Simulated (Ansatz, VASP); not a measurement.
Two plane-wave programs on Sc12H

```xyz
13
Lattice="6.6200 0.0000 0.0000 -4.9650 8.5996 0.0000 0.0000 0.0000 5.2761" Properties=species:S:1:pos:R:3 pbc="T T T"
Sc    0.0088    0.0032   -0.0747
Sc    0.0090    1.9397    2.6583
Sc   -1.6443    2.8568    0.0181
Sc   -1.6577    4.7617    2.6621
Sc   -3.2973    5.7484    0.0231
Sc   -3.2908    7.6397    2.6586
Sc    3.3210   -0.0015    0.0215
Sc    3.3165    1.9046    2.6516
Sc    1.6607    2.8710    0.0155
Sc    1.6687    4.7897    2.6599
Sc    0.0054    5.7326    0.0305
Sc   -0.0043    7.6386    2.6633
H     0.0075    0.0111    3.1624
```

Alike in both runs: functional LDA; k mesh 3 × 2 × 3; occupations gaussian, width 0.05 eV; no spin polarisation.

Ansatz relaxed the structure, and its values are those at the end. VASP's run is a single point on that final structure, the one shown.

```csv
,VASP,Ansatz
version,VASP 6.6.1,Ansatz 0.2.0
potentials or method,"VASP PAW LDA potentials, release 64 (Sc_sv, H), cutoff 520 eV","scalar-relativistic, plane waves, PAW"
valence electrons in the cell,133,133
```

```csv
,VASP,Ansatz,Ansatz less VASP
rms of the force components (eV/Å),0.005,0.002,-0.0033
```

LDA's correlation is that of Perdew and Zunger in VASP and of Perdew and Wang (1992) in Ansatz.

The k mesh is coarse, so the values compare programs but aren't converged.
